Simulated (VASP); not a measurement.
WS, 2 atoms in the cell. It takes space group Pm-3m (No. 221, cubic). The conventional cell has a = 3.297 Å, b = 3.297 Å, c = 3.297 Å, α = 90.00°, β = 90.00°, γ = 90.00°. Within 3.8 Å of W (site symmetry m-3m) lie 8 S at 2.86 Å and 6 W at 3.30 Å. Within 3.8 Å of S (site symmetry m-3m) lie 8 W at 2.86 Å and 6 S at 3.30 Å. 

* Program: VASP 6.6.1
* Task: single point
* Functional: HF
* Potentials or basis: VASP PAW PBE potentials, release 64 (W_sv, S)
* Cutoff: 520 eV
* k mesh: 4 × 4 × 4
* Occupations: fermi-dirac, width 0.05 eV
* Spin: no spin polarisation
* Dipole correction: no
* Grid for exact exchange (PRECFOCK): Normal
* Further INCAR settings: ALGO = Normal; EDIFF = 1e-07; NBANDS = 17
* Share of exact exchange: 1

Potentials or basis: VASP PAW PBE potentials, release 64 (W_sv, S).

Command:

```console
$ cat potpaw_PBE.64/W_sv/POTCAR potpaw_PBE.64/S/POTCAR > POTCAR
$ cp INCAR.step1 INCAR
$ mpirun -np 1 vasp_std > vasp.out
$ cp INCAR.step2 INCAR
$ mpirun -np 1 vasp_std > vasp.out
```

Hardware: 1 thread of AMD EPYC 7R13 Processor (Zen 3), on a shared host.

**Question.** Estimate the wall time of this run.

**Answer.** Run time: 15 min on 1 thread of AMD EPYC 7R13 Processor (Zen 3), with other jobs on the host, peak memory 0.13 GiB. Counts: k points 10.
